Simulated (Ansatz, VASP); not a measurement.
# Rb: VASP beside Ansatz

```
Rb
1.0
     4.90671    0.00000    0.00000
    -2.45335    4.24933    0.00000
     0.00000    0.00000    8.09091
Rb
2
Direct
  0.33333 0.66667 0.25000
  0.66667 0.33333 0.75000
```

Alike in both runs: task single point; functional LDA; k mesh 9 × 9 × 5; occupations fermi-dirac, width 0.1 eV; no spin polarisation.

```csv
,VASP,Ansatz
version,VASP 6.6.1,Ansatz 0.2.0
potentials or method,"VASP PAW LDA potentials, release 64 (Rb_sv), cutoff 520 eV","plane waves (420 eV) with PAW, scalar-relativistic"
valence electrons in the cell,18,18
```

|  | VASP | Ansatz | Ansatz less VASP |
| --- | --- | --- | --- |
| pressure (GPa) | -0.2 | -0.2 | 0.00 |

Ansatz warns that its potentials were made for another functional, while VASP's fit it. LDA's correlation is that of Perdew and Zunger in VASP and of Perdew and Wang (1992) in Ansatz.
